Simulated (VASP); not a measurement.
Set up this calculation in VASP 6.6.1, as the native input.

```yaml
Task: electric field gradients
Functional: LDA
Potentials_or_basis: VASP PAW PBE potentials, release 64 (Lu, Hg)
Cutoff: 520 eV
k_mesh: 10 × 10 × 10
Occupations: fermi-dirac, width 0.05 eV
Spin: no spin polarisation
Dipole_correction: no
Further_INCAR_settings: ALGO = Normal; EDIFF = 1e-08; NBANDS = 26
```

The structure of LuHg lies in POSCAR:

```
LuHg
1.0
    3.5333670941      0.0000000000      0.0000000000
    0.0000000000      3.5333670941      0.0000000000
    0.0000000000      0.0000000000      3.5333670941
Lu Hg
1 1
Direct
    0.5000000000      0.5000000000      0.5000000000
    0.0000000000      0.0000000000      0.0000000000
```

This cell differs from its parent crystal: volume scaled by 0.94.

One way to write it, as run:

INCAR

```
SYSTEM = LuHg
PREC = Accurate ; ENCUT = 520
EDIFF = 1E-8 ; ISMEAR = -1
SIGMA = 0.05 ; LREAL = .False.
LASPH = .True. ; NELM = 100
ALGO = Normal ; ISIF = 2
LWAVE = .False. ; LCHARG = .False.
GGA = CA ; LEFG = .True.
NBANDS = 26
```

KPOINTS

```
Automatic mesh
0
Gamma
  10 10 10
  0 0 0
```

Potentials or basis: VASP PAW PBE potentials, release 64 (Lu, Hg).

Run with:

```bash
$ cat potpaw_PBE.64/Lu/POTCAR potpaw_PBE.64/Hg/POTCAR > POTCAR
$ mpirun -np 1 vasp_std > vasp.out
```

Results of the run:

```yaml
Pressure: 1.6 GPa
```

Caveat: without QUAD_EFG the Cq values of the log hold for a quadrupole moment of 1 mb, not for the nuclei; the PAW data sets were made with another functional, which shifts forces and pressure a little.

Run time: 75 s on 1 thread of Intel(R) Xeon(R) Platinum 8375C CPU @ 2.90GHz (Ice Lake), with other jobs on the host, peak memory 0.2 GiB.
